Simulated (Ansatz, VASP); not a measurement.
# Sn2Ge in VASP and in Ansatz

```xyz
3
Lattice="0.0000 3.4328 3.4328 3.4328 0.0000 3.4328 3.4328 3.4328 0.0000" Properties=species:S:1:pos:R:3 pbc="T T T"
Sn    5.1491    5.1491    5.1491
Sn    1.7164    1.7164    1.7164
Ge    0.0000    0.0000    0.0000
```

Alike in both runs: functional PBEsol; k mesh 6 × 6 × 6; occupations gaussian, width 0.1 eV; no spin polarisation.

Ansatz relaxed the structure, and its values are those at the end. VASP's run is a single point on that final structure, the one shown.

|  | VASP | Ansatz |
| --- | --- | --- |
| version | VASP 6.6.1 | Ansatz 0.2.0 |
| potentials or method | VASP PAW PBE potentials, release 64 (Sn_d, Ge_d), cutoff 520 eV | scalar-relativistic, plane waves, PAW |
| valence electrons in the cell | 42 | 42 |

VASP gave:

```
gap on the k mesh at the Fermi level (eV) : none
pressure (GPa)                            : 0.0
```

Question: Estimate Ansatz's values.

Answer: gap on the k mesh at the Fermi level (eV): none; pressure (GPa): 0.1.

VASP's potentials were made for PBE, not for PBEsol. A gap of «none» marks a metal or a gap that the smearing closes.
